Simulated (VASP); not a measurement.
# WSe2 in VASP: further runs

WSe2 is run at these levels: PBEsol; tasks: single point.

Program: VASP 6.6.1. These are calculated values, not measurements. Logs are shortened: lines on timing, memory, paths and dates and some standing lists are left out, and cuts for length are marked.

## 1. The cell of the first run

The cell holds a slab with vacuum, 9 atoms: a = 3.271 Å, b = 3.271 Å, c = 29.185 Å, α = 90.00°, β = 90.00°, γ = 120.00°.

## 2. Single point, PBEsol (atom 5 (Se) moved -0.450 Å along Cartesian [1 1 0])

The input, INCAR:

```
  PREC = Accurate
  ENCUT = 520
  EDIFF = 1E-6
  ISMEAR = 0
  SIGMA = 0.05
  LREAL = False
  LASPH = True
  NELM = 60
  ALGO = Normal
  ISIF = 2
  LWAVE = False
  LCHARG = False
  GGA = PS
  NBANDS = 49
```

The input, KPOINTS:

```
regular mesh
0
Gamma
  12 12 1
```

The input, POSCAR:

```
WSe2
1.0
    3.2709028599      0.0000000000      0.0000000000
   -1.6354514299      2.8326849700      0.0000000000
    0.0000000000      0.0000000000     29.1847504091
W Se
3 6
Direct
    0.6666666667      0.3333333333      0.0000000000
    0.3333333333      0.6666666667      0.7734641576
    0.3333333333      0.6666666667      0.2265358424
    0.3333333333      0.6666666667      0.0573689705
    0.5132198039      0.2210024335      0.8308403050
    0.6666666667      0.3333333333      0.2838341585
    0.3333333333      0.6666666667      0.9426310295
    0.6666666667      0.3333333333      0.7161658415
    0.6666666667      0.3333333333      0.1691596950
```

Potentials or basis: VASP PAW PBE potentials, release 64 (W_sv, Se).

Started as:

```bash
cat potpaw_PBE.64/W_sv/POTCAR potpaw_PBE.64/Se/POTCAR > POTCAR
mpirun -np 1 vasp_std > vasp.out
```

OUTCAR:

```text
PREC = Accurate
   ENCUT = 520
   EDIFF = 1E-6
   ISMEAR = 0
   LREAL = False
   LASPH = True
   NELM = 60
   ISIF = 2
   GGA = PS

 ion  position               nearest neighbor table
   1  0.667  0.333  0.000-   4 2.52   7 2.52   4 2.52   7 2.52   4 2.52   7 2.52
   2  0.333  0.667  0.773-   5 2.32   5 2.48   8 2.52   8 2.52   8 2.52   5 2.87
   3  0.333  0.667  0.227-   6 2.52   6 2.52   6 2.52   9 2.52   9 2.52   9 2.52
   4  0.333  0.667  0.057-   1 2.52   1 2.52   1 2.52
   5  0.513  0.221  0.831-   2 2.32   2 2.48   2 2.87
   6  0.667  0.333  0.284-   3 2.52   3 2.52   3 2.52
   7  0.333  0.667  0.943-   1 2.52   1 2.52   1 2.52
   8  0.667  0.333  0.716-   2 2.52   2 2.52   2 2.52
   9  0.667  0.333  0.169-   3 2.52   3 2.52   3 2.52

  LATTYP: Found a hexagonal cell.
 ALAT       =     3.2709028599
 C/A-ratio  =     8.9225365776

  Lattice vectors:

 A1 = (   3.2709028599,   0.0000000000,   0.0000000000)
 A2 = (  -1.6354514299,   2.8326849700,   0.0000000000)
 A3 = (   0.0000000000,   0.0000000000,  29.1847504091)

Analysis of symmetry for initial positions (statically):
=====================================================================
 Subroutine PRICEL returns:
 Original cell was already a primitive cell.

 Routine SETGRP: Setting up the symmetry group for a
 hexagonal supercell.

 Subroutine GETGRP returns: Found  1 space group operations
 (whereof  1 operations were pure point group operations)
 out of a pool of 24 trial point group operations.

The static configuration has the point symmetry C_1 .

Analysis of symmetry for dynamics (positions and initial velocities):
=====================================================================
 Subroutine PRICEL returns:
 Original cell was already a primitive cell.

 Routine SETGRP: Setting up the symmetry group for a
 hexagonal supercell.

 Subroutine GETGRP returns: Found  1 space group operations
 (whereof  1 operations were pure point group operations)
 out of a pool of 24 trial point group operations.

The dynamic configuration has the point symmetry C_1 .

 Subroutine INISYM returns: Found  1 space group operations
 (whereof  1 operations are pure point group operations),
 and found     1 'primitive' translations

----------------------------------------------------------------------------------------

                                     Primitive cell

  volume of cell :     270.4095

  direct lattice vectors                    reciprocal lattice vectors
     3.270902860  0.000000000  0.000000000     0.305725985  0.176510980  0.000000000
    -1.635451430  2.832684970  0.000000000     0.000000000  0.353021960  0.000000000
     0.000000000  0.000000000 29.184750409     0.000000000  0.000000000  0.034264470

  length of vectors
     3.270902860  3.270902860 29.184750409     0.353021960  0.353021960  0.034264470

  position of ions in fractional coordinates (direct lattice)
     0.666666667  0.333333333  0.000000000
     0.333333333  0.666666667  0.773464158
     0.333333333  0.666666667  0.226535842
     0.333333333  0.666666667  0.057368971
     0.513219804  0.221002433  0.830840305
     0.666666667  0.333333333  0.283834158
     0.333333333  0.666666667  0.942631029
     0.666666667  0.333333333  0.716165842
     0.666666667  0.333333333  0.169159695

  ion indices of the primitive-cell ions
   primitive index   ion index
                 1           1
                 2           2
                 3           3
                 4           4
                 5           5
                 6           6
                 7           7
                 8           8
                 9           9

----------------------------------------------------------------------------------------

 KPOINTS: regular mesh

Automatic generation of k-mesh.
 Grid dimensions read from file:
 generate k-points for:   12   12    1

 Generating k-lattice:

  Cartesian coordinates                     Fractional coordinates (reciprocal lattice)
     0.025477165  0.014709248  0.000000000     0.083333333  0.000000000  0.000000000
     0.000000000  0.029418497  0.000000000     0.000000000  0.083333333  0.000000000
     0.000000000  0.000000000  0.034264470     0.000000000  0.000000000  1.000000000

  Length of vectors
     0.029418497  0.029418497  0.034264470

  Shift w.r.t. Gamma in fractional coordinates (k-lattice)
     0.000000000  0.000000000  0.000000000

 Subroutine IBZKPT returns following result:
 ===========================================

 Found     74 irreducible k-points:

 Following reciprocal coordinates:
            Coordinates               Weight
  0.000000  0.000000  0.000000      1.000000
  0.083333  0.000000  0.000000      2.000000
  0.000000  0.083333  0.000000      2.000000
 -0.083333  0.083333  0.000000      2.000000
  0.166667  0.000000  0.000000      2.000000
  0.000000  0.166667  0.000000      2.000000
[... 16 lines left out ...]
  0.166667  0.083333  0.000000      2.000000
 -0.083333  0.250000  0.000000      2.000000
 [... further k-points ...]
   k-points           NKPTS =     74   k-points in BZ     NKDIM =     74   number of bands    NBANDS=     49
   number of dos      NEDOS =    301   number of ions     NIONS =      9
   total plane-waves  NPLWV = 129024
   dimension x,y,z NGX =    24 NGY =   24 NGZ =  224
   dimension x,y,z NGXF=    48 NGYF=   48 NGZF=  448
   ions per type =               3   6
   NGX,Y,Z   is equivalent  to a cutoff of  12.20, 12.20, 12.76 a.u.
   NGXF,Y,Z  is equivalent  to a cutoff of  24.40, 24.40, 25.52 a.u.
 SYSTEM =  unknown system
   PREC   = accura    normal or accurate (medium, high low for compatibility)
   ISTART =      0    job   : 0-new  1-cont  2-samecut
   ICHARG =      2    charge: 1-file 2-atom 10-const
   ISPIN  =      1    spin polarized calculation?
   LNONCOLLINEAR =      F non collinear calculations
   LSORBIT =      F    spin-orbit coupling
   LASPH  =      T    aspherical Exc in radial PAW
   ENCUT  =  520.0 eV  38.22 Ry    6.18 a.u.   6.08  6.08 54.26*2*pi/ulx,y,z
   NELM   =     60;   NELMIN=  2; NELMDL= -5     # of ELM steps
   EDIFF  = 0.1E-05   stopping-criterion for ELM
   LREAL  =      F    real-space projection
   EDIFFG = 0.1E-04   stopping-criterion for IOM
   NSW    =      0    number of steps for IOM
   IBRION =     -1    ionic relax: 0-MD 1-quasi-New 2-CG
   NFREE  =      0    steps in history (QN), initial steepest desc. (CG)
   ISIF   =      2    stress and relaxation
   ISYM   =      2    0-nonsym 1-usesym 2-fastsym
   POTIM  = 0.5000    time-step for ionic-motion
   TEBEG  =    0.0;   TEEND  =   0.0 temperature during run
   PSTRESS=    0.0 pullay stress
   NELECT =      78.0000    total number of electrons
   NUPDOWN=      -1.0000    fix difference up-down
   EMIN   =  10.00;   EMAX   =-10.00  energy-range for DOS
   EFERMI =   0.00;   METHOD = LEGACY
   ISMEAR =     0;   SIGMA  =   0.05  broadening in eV -4-tet -1-fermi 0-gaus
   EFERMI_NEDOS =   21; number of points for ismear=-14 and -15
   IALGO  =     38    algorithm
   IMIX   =      4    mixing-type and parameters
     AMIX     =   0.40;   BMIX     =  1.00
     AMIX_MAG =   1.60;   BMIX_MAG =  1.00
  volume/ion in A,a.u.               =      30.05       202.76
  Fermi-wavevector in a.u.,A,eV,Ry     =   1.081681  2.044080 15.919266  1.170033
  Thomas-Fermi vector in A             =   2.217703
   LORBIT       =      0    0 simple, 1 ext, 2 COOP (PROOUT), +10 PAW based schemes
   GGA     = PS    functional components
   LHFCALC =     F    Hartree Fock is set to
   AEXX    =    0.0000 exact exchange contribution
   IVDW    =     0    specifies the selected vdW correction
   LEPSILON=     F    determine dielectric tensor
   LRPA    =     F    only Hartree local field effects (RPA)
 non-spin polarized calculation
 Gauss-broadening in eV      SIGMA  =   0.05
  energy-cutoff  :      520.00
  volume of cell :      270.41
 maximum number of plane-waves:      7344
   NGX = 13   NGY = 13   NGZ =109

 number of electron      77.9999996 magnetization

 Free energy of the ion-electron system (eV)
  ---------------------------------------------------
  ext. energy  EPLUGINS =         0.00000000
  ---------------------------------------------------
  free energy    TOTEN  =       -69.01050412 eV

  energy without entropy =      -69.01050412  energy(sigma->0) =      -69.01050412

 E-fermi :   2.8399     XC(G=0):  -7.6779

 val. band max:        2.4618205592   @ k =   0.0000   0.0000   0.0000
 cond. band min:       3.5470127789   @ k =  -0.3333   0.1667   0.0000
 fundamental gap:      1.0851922198
 Fermi energy:         2.8398634730

 k-point     1 :       0.0000    0.0000    0.0000
  band No.  band energies     occupation
      1     -71.7008      2.00000
      2     -71.6971      2.00000
      3     -71.6675      2.00000
      4     -35.9842      2.00000
      5     -35.9662      2.00000
      6     -35.9625      2.00000
[... 41 lines left out ...]
     48       5.5275      0.00000
     49       5.5290      0.00000

 k-point     2 :       0.0833    0.0000    0.0000
  band No.  band energies     occupation
      1     -71.7000      2.00000
      2     -71.6964      2.00000
      3     -71.6668      2.00000
      4     -35.9816      2.00000
      5     -35.9629      2.00000
      6     -35.9592      2.00000
[... 41 lines left out ...]
     48       5.4159      0.00000
     49       5.4740      0.00000

 k-point     3 :       0.0000    0.0833    0.0000
  band No.  band energies     occupation
      1     -71.7000      2.00000
      2     -71.6964      2.00000
      3     -71.6668      2.00000
      4     -35.9811      2.00000
      5     -35.9629      2.00000
      6     -35.9592      2.00000
[... 1081 lines left out ...]
     48       5.0955      0.00000
     49       6.1941      0.00000

 k-point    24 :      -0.0833    0.2500    0.0000
  band No.  band energies     occupation
      1     -71.6962      2.00000
      2     -71.6925      2.00000
      3     -71.6628      2.00000
      4     -35.9719      2.00000
      5     -35.9463      2.00000
      6     -35.9426      2.00000
[... 41 lines left out ...]
     48       5.2266      0.00000
     49       6.1587      0.00000

 [... further k-points ...]

------------------------ aborting loop because EDIFF is reached ----------------------------------------

  FORCE on cell =-STRESS in cart. coord.  units (eV):
  Direction    XX          YY          ZZ          XY          YZ          ZX
  --------------------------------------------------------------------------------------
  -------------------------------------------------------------------------------------
  Total        0.1536410      2.4422221      3.7027085     -1.3227037      4.3476094      2.0580632
  in kB        0.9103234     14.4701768     21.9385640     -7.8370250     25.7596048     12.1940333
  external PRESSURE =      12.4396881 kB  Pullay stress =       0.0000000 kB

 VOLUME and BASIS-vectors are now :
 -----------------------------------------------------------------------------
  energy-cutoff  :      520.00
  volume of cell :      270.41
      direct lattice vectors                 reciprocal lattice vectors
     3.270902860  0.000000000  0.000000000     0.305725985  0.176510980  0.000000000
    -1.635451430  2.832684970  0.000000000     0.000000000  0.353021960  0.000000000
     0.000000000  0.000000000 29.184750409     0.000000000  0.000000000  0.034264470

 POSITION                                       TOTAL-FORCE (eV/Angst)
 -----------------------------------------------------------------------------------
      1.63545      0.94423      0.00000        -0.008398     -0.011213     -0.001810
     -0.00000      1.88846     22.57336        -1.855208     -2.802687     -1.681579
     -0.00000      1.88846      6.61139        -0.000032     -0.000016      0.000889
     -0.00000      1.88846      1.67430         0.000671      0.001361      0.061301
      1.31725      0.62603     24.24787         1.583850      2.751032      1.824361
      1.63545      0.94423      8.28363        -0.000022     -0.000021      0.061090
     -0.00000      1.88846     27.51045        -0.011727     -0.014155     -0.054166
      1.63545      0.94423     20.90112         0.290860      0.075703     -0.148420
      1.63545      0.94423      4.93688         0.000004     -0.000003     -0.061667
 -----------------------------------------------------------------------------------
    total drift:                                0.000075      0.000054      0.000098

  FREE ENERGIE OF THE ION-ELECTRON SYSTEM (eV)
  ---------------------------------------------------
  free  energy   TOTEN  =       -69.0105041196 eV

  energy  without entropy=      -69.0105041196  energy(sigma->0) =      -69.01050412
```

It took 35 min on 1 thread of Oxide Virtual Turin-like, shared host; peak memory 0.82 GiB.

Results:

| Item | Value |
| --- | --- |
| Free energy | -69.0105 eV |
| Largest force | 3.758 eV/Å |
| Band gap on the k mesh | 1.09 eV (least direct gap 1.39 eV) |

Forces in eV/Å, atoms in the order of the input:
```
W   -0.008 -0.011 -0.002
W   -1.855 -2.803 -1.682
W    0.000  0.000  0.001
Se   0.001  0.001  0.061
Se   1.584  2.751  1.824
Se   0.000  0.000  0.061
Se  -0.012 -0.014 -0.054
Se   0.291  0.076 -0.148
Se   0.000  0.000 -0.062
```

Levels at points of the mesh, in eV from the valence-band top:
```csv
k point,band 37,band 38,band 39,band 40,band 41,band 42
"(0.00, 0.00, 0.00)",-0.60,-0.24,0.00,1.39,2.44,2.82
"(0.50, 0.00, 0.00)",-1.11,-1.02,-0.59,2.29,2.30,2.31
"(0.00, 0.50, 0.00)",-1.12,-1.03,-0.46,2.12,2.30,2.32
"(0.50, 0.50, 0.00)",-1.12,-1.03,-0.18,2.03,2.30,2.32
```

Caveat: the cell differs from its parent crystal (atom 5 (Se) moved -0.450 Å along Cartesian [1 1 0]); the PAW data sets were made with another functional, which shifts forces and pressure a little; spin-orbit coupling is left out, which moves the levels of the heavy elements.

## 3. Single point, PBEsol (atom 5 (Se) moved -0.150 Å along Cartesian [1 1 0])

The input, INCAR:

```
SYSTEM = WSe2
ALGO = Normal
EDIFF = 1E-6
ENCUT = 520
GGA = PS
ISIF = 2
ISMEAR = 0
LASPH = .True.
LCHARG = .True.
LELF = .True.
LREAL = .False.
LVHAR = .True.
LWAVE = .False.
NBANDS = 49
NELM = 80
PREC = Accurate
SIGMA = 0.05
```

The input, KPOINTS:

```
k-points
0
Gamma
  12 12 1
  0 0 0
```

Edit POSCAR of step 2 so:

```diff
@@ -12,3 +12,3 @@
     0.3333333333      0.6666666667      0.0573689705
-    0.5132198039      0.2210024335      0.8308403050
+    0.6155177124      0.2958897001      0.8308403050
     0.6666666667      0.3333333333      0.2838341585
```

Potentials or basis: VASP PAW PBE potentials, release 64 (W_sv, Se).

Started as:

```bash
cat potpaw_PBE.64/W_sv/POTCAR potpaw_PBE.64/Se/POTCAR > POTCAR
mpirun -np 1 vasp_std > vasp.out
```

OUTCAR:

```text
SYSTEM = WSe2
   EDIFF = 1E-6
   ENCUT = 520
   GGA = PS
   ISIF = 2
   ISMEAR = 0
   LASPH = .True.
   LREAL = .False.
   NELM = 80
   PREC = Accurate

 ion  position               nearest neighbor table
   1  0.667  0.333  0.000-   4 2.52   7 2.52   4 2.52   7 2.52   4 2.52   7 2.52
   2  0.333  0.667  0.773-   5 2.45   5 2.50   8 2.52   8 2.52   8 2.52   5 2.63
   3  0.333  0.667  0.227-   6 2.52   6 2.52   6 2.52   9 2.52   9 2.52   9 2.52
   4  0.333  0.667  0.057-   1 2.52   1 2.52   1 2.52
   5  0.616  0.296  0.831-   2 2.45   2 2.50   2 2.63
   6  0.667  0.333  0.284-   3 2.52   3 2.52   3 2.52
   7  0.333  0.667  0.943-   1 2.52   1 2.52   1 2.52
   8  0.667  0.333  0.716-   2 2.52   2 2.52   2 2.52
   9  0.667  0.333  0.169-   3 2.52   3 2.52   3 2.52

  LATTYP: Found a hexagonal cell.
 ALAT       =     3.2709028599
 C/A-ratio  =     8.9225365776

  Lattice vectors:

 A1 = (   3.2709028599,   0.0000000000,   0.0000000000)
 A2 = (  -1.6354514299,   2.8326849700,   0.0000000000)
 A3 = (   0.0000000000,   0.0000000000,  29.1847504091)

Analysis of symmetry for initial positions (statically):
[... 195 lines left out ...]
  band No.  band energies     occupation
      1     -71.7008      2.00000
      2     -71.6979      2.00000
      3     -71.6932      2.00000
      4     -35.9660      2.00000
      5     -35.9650      2.00000
      6     -35.9632      2.00000
[... 1237 lines left out ...]
     48       5.1660      0.00000
     49       6.1336      0.00000

 [... further k-points ...]

------------------------ aborting loop because EDIFF is reached ----------------------------------------

  FORCE on cell =-STRESS in cart. coord.  units (eV):
  Direction    XX          YY          ZZ          XY          YZ          ZX
  --------------------------------------------------------------------------------------
  -------------------------------------------------------------------------------------
  Total        0.1298053      0.9375744      0.9856861     -0.4104352      1.5080678      1.2448123
  in kB        0.7690968      5.5551326      5.8401947     -2.4318306      8.9353086      7.3755180
  external PRESSURE =       4.0548080 kB  Pullay stress =       0.0000000 kB

 VOLUME and BASIS-vectors are now :
 -----------------------------------------------------------------------------
  energy-cutoff  :      520.00
  volume of cell :      270.41
      direct lattice vectors                 reciprocal lattice vectors
     3.270902860  0.000000000  0.000000000     0.305725985  0.176510980  0.000000000
    -1.635451430  2.832684970  0.000000000     0.000000000  0.353021960  0.000000000
     0.000000000  0.000000000 29.184750409     0.000000000  0.000000000  0.034264470

 POSITION                                       TOTAL-FORCE (eV/Angst)
 -----------------------------------------------------------------------------------
      1.63545      0.94423      0.00000        -0.003489     -0.003806     -0.000323
     -0.00000      1.88846     22.57336        -0.884803     -0.994907     -0.220490
     -0.00000      1.88846      6.61139        -0.000013     -0.000011      0.001019
     -0.00000      1.88846      1.67430         0.000481      0.000559      0.060910
      1.52939      0.83816     24.24787         0.829660      0.964314      0.291654
      1.63545      0.94423      8.28363        -0.000014     -0.000014      0.061038
     -0.00000      1.88846     27.51045        -0.004254     -0.004476     -0.060208
      1.63545      0.94423     20.90112         0.062440      0.038348     -0.071911
      1.63545      0.94423      4.93688        -0.000007     -0.000008     -0.061689
 -----------------------------------------------------------------------------------
    total drift:                                0.000077      0.000071      0.000098

  FREE ENERGIE OF THE ION-ELECTRON SYSTEM (eV)
  ---------------------------------------------------
  free  energy   TOTEN  =       -69.6891571968 eV

  energy  without entropy=      -69.6891571968  energy(sigma->0) =      -69.68915720
```

stdout:

```text
POSCAR found type information on POSCAR W Se
 POSCAR found :  2 types and       9 ions
 scaLAPACK will be used
 -----------------------------------------------------------------------------
|                                                                             |
|                                                                             |
|     You enforced a specific xc type in the INCAR file but a different       |
|     I HOPE YOU KNOW WHAT YOU ARE DOING!                                     |
|                                                                             |
 -----------------------------------------------------------------------------

 LDA part: xc-table for (Slater+PW92), standard interpolation
 POSCAR, INCAR and KPOINTS ok, starting setup
 FFT: planning ... GRIDC
 FFT: planning ... GRID_SOFT
 FFT: planning ... GRID
 WAVECAR not read
 entering main loop
```

Wall time 33 min (1 thread of Oxide Virtual Turin-like, shared host); peak memory 0.83 GiB.

Results:

```yaml
Free_energy: -69.6892 eV
Largest_force: 1.350 eV/Å
Band_gap_on_the_k_mesh: 1.22 eV (least direct gap 1.62 eV)
```

Forces in eV/Å, atoms in the order of the input:
```
W   -0.003 -0.004  0.000
W   -0.885 -0.995 -0.220
W    0.000  0.000  0.001
Se   0.000  0.001  0.061
Se   0.830  0.964  0.292
Se   0.000  0.000  0.061
Se  -0.004 -0.004 -0.060
Se   0.062  0.038 -0.072
Se   0.000  0.000 -0.062
```

Caveat: the cell differs from its parent crystal (atom 5 (Se) moved -0.150 Å along Cartesian [1 1 0]); the PAW data sets were made with another functional, which shifts forces and pressure a little; spin-orbit coupling is left out, which moves the levels of the heavy elements.
